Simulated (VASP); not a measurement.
The system is NbAs.

```xyz
4
Lattice="-1.7597 1.7597 5.9545 1.7597 -1.7597 5.9545 1.7597 1.7597 -5.9545" Properties=species:S:1:pos:R:3 pbc="T T T"
Nb    0.0000    1.7597    0.0000
Nb    0.0000    0.0000    8.9318
As    0.0000    1.7597    4.9542
As    0.0000    0.0000    1.9769
```

Base run:

| Quantity | Value |
| --- | --- |
| Program | VASP 6.6.1 |
| Functional | PBEsol |
| Potentials or basis | VASP PAW PBE potentials, release 64 (Nb_sv, As) |
| Cutoff | 520 eV |
| k mesh | 11 × 11 × 11 |
| Occupations | fermi-dirac, width 0.05 eV |
| Spin | no spin polarisation |

Its results: pressure -10.9 GPa; largest force 0.221 eV/Å.

**Question.** The run is repeated on the same cell with these changes: functional from PBEsol to LDA; potentials or basis from VASP PAW PBE potentials, release 64 (Nb_sv, As) to VASP PAW LDA potentials, release 64 (Nb_sv, As). What comes out?

**Answer.** Pressure -13.6 GPa; largest force 0.211 eV/Å.

Caveats: the cell stands under tension; the PAW data sets were made with another functional, which shifts forces and pressure a little (at least some runs).
